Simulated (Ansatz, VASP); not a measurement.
**Ni: VASP beside Ansatz**

```xyz
1
Lattice="0.0000 1.7797 1.7797 1.7797 0.0000 1.7797 1.7797 1.7797 0.0000" Properties=species:S:1:pos:R:3 pbc="T T T"
Ni    0.0000    0.0000    0.0000
```

Change from the starting cell: volume scaled by 1.02, crystal datasets.

Alike in both runs: task electric field gradients; functional LDA; k mesh 20 × 20 × 20; occupations fermi-dirac, width 0.05 eV; collinear spin.

```csv
,VASP,Ansatz
version,VASP 6.6.1,Ansatz 0.2.0
potentials or method,"VASP PAW LDA potentials, release 64 (Ni), cutoff 520 eV","all-electron PAW with datasets made for the crystal, scalar-relativistic"
```

VASP gave:

| Item | Value |
| --- | --- |
| pressure (GPa) | -22.1 |
| net moment per atom (μB) | 0.61 |
| size of the moment on the site where the two differ most (μB) | 0.62 |

What did Ansatz give for the same quantities?

Pressure (GPa): -22.4; net moment per atom (μB): 0.63; size of the moment on the site where the two differ most (μB): 0.66.

LDA's correlation is that of Perdew and Zunger in VASP and of Perdew and Wang (1992) in Ansatz. Site moments also hang on the region over which each program counts them. Ansatz ran all-electron here, and VASP with PAW potentials. Ansatz's warnings: printed levels off.
